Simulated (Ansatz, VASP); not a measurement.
**N: VASP beside Ansatz**

```
N
1.0
     5.56052    0.00000    0.00000
     0.00000    5.56052    0.00000
     0.00000    0.00000    5.56052
N
8
Direct
  0.05740 0.05740 0.05740
  0.44260 0.94260 0.55740
  0.55740 0.44260 0.94260
  0.94260 0.55740 0.44260
  0.94260 0.94260 0.94260
  0.55740 0.05740 0.44260
  0.44260 0.55740 0.05740
  0.05740 0.44260 0.55740
```

Alike in both runs: task relaxation of cell and atoms; functional PBE; dispersion D3(BJ); k mesh 4 × 4 × 4; occupations gaussian, width 0.02 eV; no spin polarisation.

```csv
,VASP,Ansatz
version,VASP 6.6.1,Ansatz 0.2.0
potentials or method,"VASP PAW PBE potentials, release 64 (N), cutoff 600 eV","scalar-relativistic, plane waves, PAW"
valence electrons in the cell,40,40
```

Ansatz gave:

- gap on the k mesh at the Fermi level, each at its own relaxed structure (eV): 7.40
- relaxed volume (Å³/atom): 22.65
- relaxed length of the cell vector where the two differ most in proportion (Å): 5.659

Which values does VASP return?

gap on the k mesh at the Fermi level, each at its own relaxed structure (eV): 7.17; relaxed volume (Å³/atom): 21.52; relaxed length of the cell vector where the two differ most in proportion (Å): 5.563.

One of these differences is far larger than is usual between the two programs; its cause wasn't traced.

Noted on VASP's run: the standard files for N, O and F lose accuracy on very short bonds.
